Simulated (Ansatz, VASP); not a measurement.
GaO in VASP and in Ansatz

```
Ga O
1.0
     3.10461    0.00000    0.00000
    -1.55230    2.68867    0.00000
     0.00000    0.00000   14.07144
Ga O
4 4
Cartesian
  0.0000 1.7924 5.7824
  0.0000 1.7924 8.2890
  0.0000 0.0000 1.2533
  0.0000 0.0000 12.8182
  1.5523 0.8962 1.9812
  1.5523 0.8962 12.0902
  0.0000 0.0000 5.0538
  0.0000 0.0000 9.0176
```

Alike in both runs: functional PBE; k mesh 6 × 6 × 2; occupations gaussian, width 0.1 eV; no spin polarisation.

Ansatz relaxed the structure, and its values are those at the end. VASP's run is a single point on that final structure, the one shown.

|  | VASP | Ansatz |
| --- | --- | --- |
| version | VASP 6.6.1 | Ansatz 0.2.0 |
| potentials or method | VASP PAW PBE potentials, release 64 (Ga_d, O), cutoff 520 eV | scalar-relativistic, plane waves, PAW |
| valence electrons in the cell | 76 | 76 |

|  | VASP | Ansatz | Ansatz less VASP |
| --- | --- | --- | --- |
| gap on the k mesh at the Fermi level (eV) | 1.20 | 1.22 | +0.020 |
| least direct gap on the mesh (eV) | 1.40 | 1.42 | +0.016 |
| pressure (GPa) | 0.4 | -0.1 | -0.46 |
| rms of the force components (eV/Å) | 0.033 | 0.009 | -0.0240 |
